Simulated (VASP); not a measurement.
Wanted: the native input for a VASP 6.6.1 run.

```yaml
Task: relaxation of cell and atoms
Functional: PBE
Potentials_or_basis: VASP PAW PBE potentials, release 64 (Al, Ga_d)
Cutoff: 600 eV
k_mesh: 18 × 18 × 6
Occupations: gaussian, width 0.1 eV
Spin: no spin polarisation
Dipole_correction: no
Further_INCAR_settings: ALGO = Fast; EDIFF = 1e-06; IBRION = 2; EDIFFG = -0.01; NSW = 100; ISIF = 3
```

The structure of AlGa2 lies in POSCAR:

```
AlGa2
1.0
    2.8422151509      0.0000000000      0.0000000000
   -1.4211075755      2.4614305237      0.0000000000
    0.0000000000      0.0000000000      8.1131340854
Al Ga
1 2
Direct
    0.0000000000      0.0000000000      0.0000000000
    0.0000000000      0.0000000000      0.3341944359
    0.0000000000      0.0000000000      0.6658055641
```

The cell was generated, and may not be a known phase.

The input as run:

INCAR

```
PREC = Accurate
ENCUT = 600
EDIFF = 1E-6
ISMEAR = 0
SIGMA = 0.1
LREAL = False
LASPH = True
NELM = 80
ALGO = Fast
ISIF = 3
LWAVE = False
LCHARG = False
GGA = PE
IBRION = 2
NSW = 100
EDIFFG = -0.01
```

KPOINTS

```
Automatic mesh
0
Gamma
  18 18 6
```

Potentials or basis: VASP PAW PBE potentials, release 64 (Al, Ga_d).

Command:

```console
$ cat potpaw_PBE.64/Al/POTCAR potpaw_PBE.64/Ga_d/POTCAR > POTCAR
$ mpirun -np 1 vasp_std > vasp.out
```

Results of the run:

```
Relaxed volume                        : 19.08 Å³/atom
Relaxed cell                          : a = 2.844 Å, b = 2.844 Å, c = 8.172 Å, α = 90.00°, β = 90.00°, γ = 120.00°
Space group after relaxing (to 0.1 Å) : P6/mmm (No. 191)
Energy gained by relaxing             : 0.4 meV/atom
Ionic steps                           : 6
Pressure after relaxing               : 0.0 GPa
Band gap on the k mesh                : zero (an odd number of electrons rules out a gap without spin polarisation)
```

Run time: 8.4 min on 1 thread of Intel(R) Xeon(R) Platinum 8375C CPU @ 2.90GHz (Ice Lake), on a shared host, peak memory 0.33 GiB.
